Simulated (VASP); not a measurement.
# LiBeS3 (P4mm) in VASP: notebook

Runs on LiBeS3. Level: PBE. Tasks: single point, relaxation of cell and atoms.

Program: VASP 6.6.1. These are calculated values, not measurements. Logs are shortened: lines on timing, memory, paths and dates and some standing lists are left out, and cuts for length are marked.

## 1. The cell of the first run

It takes space group P4mm (No. 99, tetragonal). The conventional cell has a = 3.599 Å, b = 3.599 Å, c = 7.477 Å, α = 90.00°, β = 90.00°, γ = 90.00°. Within 3.4 Å of Li (site symmetry 4mm) lie 4 S at 2.56 Å and 4 Be at 3.35 Å. Be (site symmetry 4mm) has 5 S at 1.95 to 2.27 Å within 2.6 Å. S (site symmetry 2mm) has 2 Be at 2.27 Å and 4 S at 2.54 Å within 3.0 Å. S (site symmetry 4mm) has 1 Be at 1.95 Å and 4 Li at 2.56 Å within 2.6 Å.

## 2. Single point, PBE

Contents of INCAR:

```
  ALGO = Normal
  EDIFF = 1E-6
  ENCUT = 520
  GGA = PE
  ISIF = 2
  ISMEAR = 0
  LASPH = T
  LCHARG = F
  LREAL = F
  LWAVE = F
  NBANDS = 20
  NELM = 100
  PREC = Accurate
  SIGMA = 0.1
```

Contents of KPOINTS:

```
k-points
0
Gamma
  10 10 6
```

Contents of POSCAR:

```
LiBeS3
1.0
    3.5987283106      0.0000000000      0.0000000000
    0.0000000000      3.5987283106      0.0000000000
    0.0000000000      0.0000000000      7.4774133467
Li Be S
1 1 3
Direct
    0.5000000000      0.5000000000      0.6666100625
    0.0000000000      0.0000000000      0.9579974954
    0.5000000000      0.0000000000      0.1430891468
    0.0000000000      0.5000000000      0.1430891468
    0.0000000000      0.0000000000      0.6974161685
```

Potentials or basis: VASP PAW PBE potentials, release 64 (Li_sv, Be, S).

Run with:

```
$ cat potpaw_PBE.64/Li_sv/POTCAR potpaw_PBE.64/Be/POTCAR potpaw_PBE.64/S/POTCAR > POTCAR
$ mpirun -np 1 vasp_std > vasp.out
```

OUTCAR:

```text
EDIFF = 1E-6
   ENCUT = 520
   GGA = PE
   ISIF = 2
   ISMEAR = 0
   LASPH = T
   LREAL = F
   NELM = 100
   PREC = Accurate

 ion  position               nearest neighbor table
   1  0.500  0.500  0.667-   5 2.56   5 2.56   5 2.56   5 2.56
   2  0.000  0.000  0.958-   5 1.95   4 2.27   3 2.27   4 2.27   3 2.27
   3  0.500  0.000  0.143-   2 2.27   2 2.27   4 2.54   4 2.54   4 2.54   4 2.54
   4  0.000  0.500  0.143-   2 2.27   2 2.27   3 2.54   3 2.54   3 2.54   3 2.54
   5  0.000  0.000  0.697-   2 1.95   1 2.56   1 2.56   1 2.56   1 2.56

  LATTYP: Found a simple tetragonal cell.
 ALAT       =     3.5987283106
 C/A-ratio  =     2.0777932373

  Lattice vectors:

 A1 = (   3.5987283106,   0.0000000000,   0.0000000000)
 A2 = (   0.0000000000,   3.5987283106,   0.0000000000)
 A3 = (   0.0000000000,   0.0000000000,   7.4774133467)

Analysis of symmetry for initial positions (statically):
=====================================================================
 Subroutine PRICEL returns:
 Original cell was already a primitive cell.

 Routine SETGRP: Setting up the symmetry group for a
 simple tetragonal supercell.

 Subroutine GETGRP returns: Found  8 space group operations
 (whereof  8 operations were pure point group operations)
 out of a pool of 16 trial point group operations.

The static configuration has the point symmetry C_4v.

Analysis of symmetry for dynamics (positions and initial velocities):
=====================================================================
 Subroutine PRICEL returns:
 Original cell was already a primitive cell.

 Routine SETGRP: Setting up the symmetry group for a
 simple tetragonal supercell.

 Subroutine GETGRP returns: Found  8 space group operations
 (whereof  8 operations were pure point group operations)
 out of a pool of 16 trial point group operations.

The dynamic configuration has the point symmetry C_4v.

 Subroutine INISYM returns: Found  8 space group operations
 (whereof  8 operations are pure point group operations),
 and found     1 'primitive' translations

----------------------------------------------------------------------------------------

                                     Primitive cell

  volume of cell :      96.8388

  direct lattice vectors                    reciprocal lattice vectors
     3.598728311  0.000000000  0.000000000     0.277875937  0.000000000  0.000000000
     0.000000000  3.598728311  0.000000000     0.000000000  0.277875937  0.000000000
     0.000000000  0.000000000  7.477413347     0.000000000  0.000000000  0.133736087

  length of vectors
     3.598728311  3.598728311  7.477413347     0.277875937  0.277875937  0.133736087

  position of ions in fractional coordinates (direct lattice)
     0.500000000  0.500000000  0.666610062
     0.000000000  0.000000000  0.957997495
     0.500000000  0.000000000  0.143089147
     0.000000000  0.500000000  0.143089147
     0.000000000  0.000000000  0.697416168

  ion indices of the primitive-cell ions
   primitive index   ion index
                 1           1
                 2           2
                 3           3
                 4           4
                 5           5

----------------------------------------------------------------------------------------

 KPOINTS: k-points

Automatic generation of k-mesh.
 Grid dimensions read from file:
 generate k-points for:   10   10    6

 Generating k-lattice:

  Cartesian coordinates                     Fractional coordinates (reciprocal lattice)
     0.027787594  0.000000000  0.000000000     0.100000000  0.000000000  0.000000000
     0.000000000  0.027787594  0.000000000     0.000000000  0.100000000  0.000000000
     0.000000000  0.000000000  0.022289348     0.000000000  0.000000000  0.166666667

  Length of vectors
     0.027787594  0.027787594  0.022289348

  Shift w.r.t. Gamma in fractional coordinates (k-lattice)
     0.000000000  0.000000000  0.000000000

 Subroutine IBZKPT returns following result:
 ===========================================

 Found     84 irreducible k-points:

 Following reciprocal coordinates:
            Coordinates               Weight
  0.000000  0.000000  0.000000      1.000000
  0.100000  0.000000  0.000000      4.000000
  0.200000  0.000000  0.000000      4.000000
  0.300000  0.000000  0.000000      4.000000
  0.400000  0.000000  0.000000      4.000000
  0.500000  0.000000  0.000000      2.000000
[... 16 lines left out ...]
  0.100000  0.000000  0.166667      8.000000
  0.200000  0.000000  0.166667      8.000000
 [... further k-points ...]
   k-points           NKPTS =     84   k-points in BZ     NKDIM =     84   number of bands    NBANDS=     20
   number of dos      NEDOS =    301   number of ions     NIONS =      5
   total plane-waves  NPLWV =  43904
   dimension x,y,z NGX =    28 NGY =   28 NGZ =   56
   dimension x,y,z NGXF=    56 NGYF=   56 NGZF=  112
   ions per type =               1   1   3
   NGX,Y,Z   is equivalent  to a cutoff of  12.93, 12.93, 12.45 a.u.
   NGXF,Y,Z  is equivalent  to a cutoff of  25.87, 25.87, 24.90 a.u.
 SYSTEM =  unknown system
   PREC   = accura    normal or accurate (medium, high low for compatibility)
   ISTART =      0    job   : 0-new  1-cont  2-samecut
   ICHARG =      2    charge: 1-file 2-atom 10-const
   ISPIN  =      1    spin polarized calculation?
   LNONCOLLINEAR =      F non collinear calculations
   LSORBIT =      F    spin-orbit coupling
   LASPH  =      T    aspherical Exc in radial PAW
   ENCUT  =  520.0 eV  38.22 Ry    6.18 a.u.   6.69  6.69 13.90*2*pi/ulx,y,z
   NELM   =    100;   NELMIN=  2; NELMDL= -5     # of ELM steps
   EDIFF  = 0.1E-05   stopping-criterion for ELM
   LREAL  =      F    real-space projection
   EDIFFG = 0.1E-04   stopping-criterion for IOM
   NSW    =      0    number of steps for IOM
   IBRION =     -1    ionic relax: 0-MD 1-quasi-New 2-CG
   NFREE  =      0    steps in history (QN), initial steepest desc. (CG)
   ISIF   =      2    stress and relaxation
   ISYM   =      2    0-nonsym 1-usesym 2-fastsym
   POTIM  = 0.5000    time-step for ionic-motion
   TEBEG  =    0.0;   TEEND  =   0.0 temperature during run
   PSTRESS=    0.0 pullay stress
   NELECT =      23.0000    total number of electrons
   NUPDOWN=      -1.0000    fix difference up-down
   EMIN   =  10.00;   EMAX   =-10.00  energy-range for DOS
   EFERMI =   0.00;   METHOD = LEGACY
   ISMEAR =     0;   SIGMA  =   0.10  broadening in eV -4-tet -1-fermi 0-gaus
   EFERMI_NEDOS =   21; number of points for ismear=-14 and -15
   IALGO  =     38    algorithm
   IMIX   =      4    mixing-type and parameters
     AMIX     =   0.40;   BMIX     =  1.00
     AMIX_MAG =   1.60;   BMIX_MAG =  1.00
  volume/ion in A,a.u.               =      19.37       130.70
  Fermi-wavevector in a.u.,A,eV,Ry     =   1.013836  1.915872 13.984924  1.027863
  Thomas-Fermi vector in A             =   2.147028
   LORBIT       =      0    0 simple, 1 ext, 2 COOP (PROOUT), +10 PAW based schemes
   GGA     = PE    functional components
   LHFCALC =     F    Hartree Fock is set to
   AEXX    =    0.0000 exact exchange contribution
   IVDW    =     0    specifies the selected vdW correction
   LEPSILON=     F    determine dielectric tensor
   LRPA    =     F    only Hartree local field effects (RPA)
 non-spin polarized calculation
 Gauss-broadening in eV      SIGMA  =   0.10
  energy-cutoff  :      520.00
  volume of cell :       96.84
 maximum number of plane-waves:      2636
 NGX is ok and might be reduce to    28
   NGX = 13   NGY = 13   NGZ = 27

 number of electron      22.9999999 magnetization

 Free energy of the ion-electron system (eV)
  ---------------------------------------------------
  ext. energy  EPLUGINS =         0.00000000
  ---------------------------------------------------
  free energy    TOTEN  =       -20.11159935 eV

  energy without entropy =      -20.10140774  energy(sigma->0) =      -20.10650355

 E-fermi :   2.5479     XC(G=0):  -8.4121

 val. band max:        2.5165110752   @ k =   0.1000   0.0000   0.5000
 cond. band min:       2.5778227218   @ k =   0.4000   0.2000   0.5000
 fundamental gap:      0.0613116466
 Fermi energy:         2.5479332522

 k-point     1 :       0.0000    0.0000    0.0000
  band No.  band energies     occupation
      1     -42.3821      2.00000
      2     -13.3890      2.00000
      3      -8.9900      2.00000
      4      -6.8950      2.00000
      5      -2.9362      2.00000
      6      -2.7013      2.00000
[... 12 lines left out ...]
     19      10.1819      0.00000
     20      10.6298      0.00000

 k-point     2 :       0.1000    0.0000    0.0000
  band No.  band energies     occupation
      1     -42.3821      2.00000
      2     -13.2943      2.00000
      3      -8.9578      2.00000
      4      -7.2552      2.00000
      5      -2.8670      2.00000
      6      -2.6049      2.00000
[... 12 lines left out ...]
     19      10.3945      0.00000
     20      10.7053      0.00000

 k-point     3 :       0.2000    0.0000    0.0000
  band No.  band energies     occupation
      1     -42.3818      2.00000
      2     -13.0119      2.00000
      3      -8.8717      2.00000
      4      -8.1069      2.00000
      5      -2.6321      2.00000
      6      -2.3175      2.00000
[... 12 lines left out ...]
     19      10.4518      0.00000
     20      11.2920      0.00000

 k-point     4 :       0.3000    0.0000    0.0000
  band No.  band energies     occupation
      1     -42.3814      2.00000
      2     -12.5468      2.00000
      3      -9.1398      2.00000
      4      -8.7502      2.00000
      5      -2.2427      2.00000
      6      -1.8472      2.00000
[... 12 lines left out ...]
     19      10.4140      0.00000
     20      11.1395      0.00000

 k-point     5 :       0.4000    0.0000    0.0000
  band No.  band energies     occupation
      1     -42.3812      2.00000
      2     -11.9099      2.00000
      3     -10.1562      2.00000
      4      -8.6558      2.00000
      5      -1.7284      2.00000
      6      -1.2260      2.00000
[... 12 lines left out ...]
     19      10.2300      0.00000
     20      11.0261      0.00000

 k-point     6 :       0.5000    0.0000    0.0000
  band No.  band energies     occupation
      1     -42.3811      2.00000
      2     -11.2248      2.00000
      3     -10.9752      2.00000
      4      -8.6173      2.00000
      5      -1.2047      2.00000
      6      -1.0738      2.00000
[... 12 lines left out ...]
     19      10.5691      0.00000
     20      10.7827      0.00000

 k-point     7 :       0.1000    0.1000    0.0000
  band No.  band energies     occupation
      1     -42.3819      2.00000
      2     -13.2004      2.00000
      3      -8.9251      2.00000
      4      -7.5172      2.00000
      5      -3.0919      2.00000
      6      -2.7369      2.00000
[... 12 lines left out ...]
     19      10.6522      0.00000
     20      10.6639      0.00000
[... 277 lines left out ...]
 k-point    20 :       0.5000    0.4000    0.0000
  band No.  band energies     occupation
      1     -42.3802      2.00000
      2     -10.3627      2.00000
      3     -10.3192      2.00000
      4      -8.2331      2.00000
      5      -5.4850      2.00000
      6      -4.1221      2.00000
[... 12 lines left out ...]
     19      10.5322      0.00000
     20      11.1542      0.00000

 k-point    21 :       0.5000    0.5000    0.0000
  band No.  band energies     occupation
      1     -42.3801      2.00000
      2     -10.2313      2.00000
      3     -10.2313      2.00000
      4      -8.1909      2.00000
      5      -5.7949      2.00000
      6      -4.3912      2.00000
[... 12 lines left out ...]
     19      11.0323      0.00000
     20      11.4818      0.00000

 k-point    22 :       0.0000    0.0000    0.1667
  band No.  band energies     occupation
      1     -42.3821      2.00000
      2     -13.3887      2.00000
      3      -8.9933      2.00000
      4      -6.8950      2.00000
      5      -2.8874      2.00000
      6      -2.7010      2.00000
[... 12 lines left out ...]
     19      10.2144      0.00000
     20      10.5029      0.00000

 k-point    23 :       0.1000    0.0000    0.1667
  band No.  band energies     occupation
      1     -42.3820      2.00000
      2     -13.2941      2.00000
      3      -8.9610      2.00000
      4      -7.2552      2.00000
      5      -2.8213      2.00000
      6      -2.6046      2.00000
[... 12 lines left out ...]
     19      10.3719      0.00000
     20      10.6128      0.00000

 k-point    24 :       0.2000    0.0000    0.1667
  band No.  band energies     occupation
      1     -42.3818      2.00000
      2     -13.0116      2.00000
      3      -8.8744      2.00000
      4      -8.1070      2.00000
      5      -2.5896      2.00000
      6      -2.3172      2.00000
[... 12 lines left out ...]
     19      10.2699      0.00000
     20      11.3124      0.00000

 [... further k-points ...]
[... 5 lines left out ...]
  --------------------------------------------------------------------------------------
  -------------------------------------------------------------------------------------
  Total       -0.0566753     -0.0566753     -0.0303979      0.0000000      0.0000000      0.0000000
  in kB       -0.9376810     -0.9376810     -0.5029261      0.0000000      0.0000000      0.0000000
  external PRESSURE =      -0.7927627 kB  Pullay stress =       0.0000000 kB

 VOLUME and BASIS-vectors are now :
 -----------------------------------------------------------------------------
  energy-cutoff  :      520.00
  volume of cell :       96.84
      direct lattice vectors                 reciprocal lattice vectors
     3.598728311  0.000000000  0.000000000     0.277875937  0.000000000  0.000000000
     0.000000000  3.598728311  0.000000000     0.000000000  0.277875937  0.000000000
     0.000000000  0.000000000  7.477413347     0.000000000  0.000000000  0.133736087

 POSITION                                       TOTAL-FORCE (eV/Angst)
 -----------------------------------------------------------------------------------
      1.79936      1.79936      4.98452        -0.000000      0.000000      0.001532
      0.00000      0.00000      7.16334         0.000000      0.000000     -0.008184
      1.79936      0.00000      1.06994        -0.000000      0.000000      0.002689
      0.00000      1.79936      1.06994        -0.000000      0.000000      0.002689
      0.00000      0.00000      5.21487        -0.000000     -0.000000      0.001274
 -----------------------------------------------------------------------------------
    total drift:                                0.000000     -0.000000      0.000218

  FREE ENERGIE OF THE ION-ELECTRON SYSTEM (eV)
  ---------------------------------------------------
  free  energy   TOTEN  =       -20.1115993509 eV

  energy  without entropy=      -20.1014077437  energy(sigma->0) =      -20.10650355
```

It took 3.5 min on 1 thread of Intel Xeon Platinum 8259CL at 2.50GHz (Skylake/Cascade Lake), shared host; peak memory 0.28 GiB.

Results:

* Free energy: -20.1116 eV
* Largest force: 0.008 eV/Å

Forces on the atoms (eV/Å):
```
Li   0.000  0.000  0.002
Be   0.000  0.000 -0.008
S    0.000  0.000  0.003
S    0.000  0.000  0.003
S    0.000  0.000  0.001
```

Levels at points of the mesh, in eV from the Fermi level:
```csv
k point,band 7,band 8,band 9,band 10,band 11,band 12,band 13,band 14,band 15,band 16
"(0.00, 0.00, 0.00)",-5.25,-2.31,-0.31,-0.31,0.07,2.33,2.33,2.45,3.46,5.63
"(0.50, 0.00, 0.00)",-3.29,-2.43,-2.28,-2.28,-1.59,-1.39,0.26,4.92,5.75,6.53
"(0.50, 0.50, 0.00)",-3.10,-3.10,-2.01,-2.01,-1.99,3.78,3.98,4.31,4.46,6.03
"(0.00, 0.00, 0.50)",-5.25,-2.78,-0.32,-0.32,0.06,2.33,2.33,2.42,5.06,5.52
"(0.50, 0.00, 0.50)",-3.29,-2.37,-2.28,-2.02,-1.99,-1.39,0.25,3.86,6.64,6.69
"(0.50, 0.50, 0.50)",-3.23,-3.23,-1.92,-1.80,-1.80,3.42,3.98,4.14,4.46,5.51
```

Caveat: the cutoff is under 1.25 times the usual one of these potentials, so pressure, stress and relaxed cells hold a basis-set (Pulay) error.

(Part 1 of 3 ends here.)
